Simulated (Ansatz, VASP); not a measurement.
## In: VASP beside Ansatz

```
CELL_PARAMETERS angstrom
-1.95461 1.95461 1.95461
1.95461 -1.95461 1.95461
1.95461 1.95461 -1.95461
ATOMIC_POSITIONS crystal
In 0.00000 0.00000 0.00000
```

Alike in both runs: task single point; functional r2SCAN; k mesh 13 × 13 × 13; occupations fermi-dirac, width 0.1 eV; no spin polarisation.

|  | VASP | Ansatz |
| --- | --- | --- |
| version | VASP 6.6.1 | Ansatz 0.2.0 |
| potentials or method | VASP PAW PBE potentials, release 64 (In_d), cutoff 550 eV | plane waves (500 eV) with PAW, scalar-relativistic |
| valence electrons in the cell | 13 | 13 |

```tsv
	VASP	Ansatz	Ansatz less VASP
pressure (GPa)	-3.5	-3.4	+0.01
```

VASP's potentials were made for PBE, not for r2SCAN.
